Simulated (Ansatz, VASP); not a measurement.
**Te: VASP beside Ansatz**

```xyz
3
Lattice="4.2341 -2.3712 0.0000 4.2341 2.3712 0.0000 -0.1305 0.0000 4.0761" Properties=species:S:1:pos:R:3 pbc="T T T"
Te    5.6364    0.0000    2.7513
Te    2.7013    0.0000    1.3247
Te    0.0000    0.0000    0.0000
```

Change from the starting cell: zz strain of +3 %.

Alike in both runs: task single point; functional LDA; k mesh 8 × 8 × 8; occupations fermi-dirac, width 0.05 eV; no spin polarisation.

```csv
,VASP,Ansatz
version,VASP 6.6.1,Ansatz 0.2.0
potentials or method,"VASP PAW LDA potentials, release 64 (Te), cutoff 520 eV","all-electron LAPW, scalar-relativistic"
```

VASP gave:

- pressure (GPa): 3.2
- traceless stress, the component that is largest in VASP (GPa): 1.00
- rms of the force components (eV/Å): 0.195

Q: Estimate Ansatz's values.

A: Pressure (GPa): 3.1; traceless stress, the component that is largest in VASP (GPa): 1.09; rms of the force components (eV/Å): 0.190.

LDA's correlation is that of Perdew and Zunger in VASP and of Perdew and Wang (1992) in Ansatz. Atom by atom the forces differ by 0.005 eV/Å (rms over components). Ansatz ran all-electron here, and VASP with PAW potentials.

Neither program's run includes spin-orbit coupling.
